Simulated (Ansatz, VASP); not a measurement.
**One calculation of NbSnSe4, two programs**

INCAR

```
ALGO = Normal
EDIFF = 1E-7
EDIFFG = -0.08
ENCUT = 500
GGA = PE
GGA_COMPAT = False
IBRION = 2
ISIF = 3
ISMEAR = 0
LASPH = True
LCHARG = False
LREAL = False
LWAVE = False
NELM = 120
NELMIN = 4
NSW = 36
PREC = Accurate
SIGMA = 0.15
```

Contents of KPOINTS:

```
k-points
0
Gamma
  2 2 2
```

File POSCAR:

```
NbSnSe4
1.0
   -3.7500000000      3.7500000000      5.3000000000
    3.7500000000     -3.7500000000      5.3000000000
    3.7500000000      3.7500000000     -5.3000000000
Nb Sn Se
2 2 8
Direct
    0.5000000000      0.5000000000      0.0000000000
    0.0000000000      0.5000000000      0.5000000000
    0.0000000000      0.5000000000      0.0000000000
    0.0000000000      0.0000000000      0.5000000000
    0.7650000000      0.7400000000      0.0250000000
    0.2350000000      0.2600000000      0.9750000000
    0.2150000000      0.7400000000      0.4750000000
    0.7850000000      0.2600000000      0.5250000000
    0.2400000000      0.7150000000      0.9750000000
    0.7600000000      0.7350000000      0.4750000000
    0.2400000000      0.2650000000      0.5250000000
    0.7600000000      0.2850000000      0.0250000000
```

Input for Ansatz:

```yaml
crystal:
  lattice:
    - [-3.75, 3.75, 5.3]
    - [3.75, -3.75, 5.3]
    - [3.75, 3.75, -5.3]
  atoms:
    - { symbol: Nb, position: [0.5, 0.5, 0.0] }
    - { symbol: Nb, position: [0.0, 0.5, 0.5] }
    - { symbol: Sn, position: [0.0, 0.5, 0.0] }
    - { symbol: Sn, position: [0.0, 0.0, 0.5] }
    - { symbol: Se, position: [0.765, 0.74, 0.025] }
    - { symbol: Se, position: [0.235, 0.26, 0.975] }
    - { symbol: Se, position: [0.215, 0.74, 0.475] }
    - { symbol: Se, position: [0.785, 0.26, 0.525] }
    - { symbol: Se, position: [0.24, 0.715, 0.975] }
    - { symbol: Se, position: [0.76, 0.735, 0.475] }
    - { symbol: Se, position: [0.24, 0.265, 0.525] }
    - { symbol: Se, position: [0.76, 0.285, 0.025] }
basis:
  ecutwfc: 420
kpoints:
  mp_grid: { grid: [2, 2, 2] }
hamiltonian:
  xc: pbe
scf:
  occupations: { method: gaussian, width: 0.15 }
  lower_state_search: "off"
output:
  forces: true
  stress: true
  eigenvalues: true
relax:
  adjacent_minimum: "off"
  f_tol: 0.08
  max_steps: 16
  cell: { stress_tol: 0.8 }
```

Alike in both runs: task relaxation of cell and atoms; functional PBE; k mesh 2 × 2 × 2; occupations gaussian, width 0.15 eV; no spin polarisation.

|  | VASP | Ansatz |
| --- | --- | --- |
| version | VASP 6.6.1 | Ansatz 0.2.0 |
| potentials or method | VASP PAW PBE potentials, release 64 (Nb_sv, Sn_d, Se), cutoff 500 eV | scalar-relativistic, plane waves, PAW |
| valence electrons in the cell | 102 | 182 |

VASP gave:

```
gap on the k mesh at the Fermi level, each at its own relaxed structure (eV) : none
relaxed volume (Å³/atom)                                                     : 27.28
relaxed cell length with the largest relative difference (Å)                 : 7.786
```

Question: Which values does Ansatz return?

Answer: gap on the k mesh at the Fermi level, each at its own relaxed structure (eV): none; relaxed volume (Å³/atom): 27.37; relaxed cell length with the largest relative difference (Å): 7.831.

A gap of «none» marks a metal or a gap that the smearing closes. VASP's potentials hold 102 valence electrons a cell and Ansatz's 182, so a difference there can come from the potentials and not from the codes.

The k mesh is coarse, so the values compare programs but aren't converged.
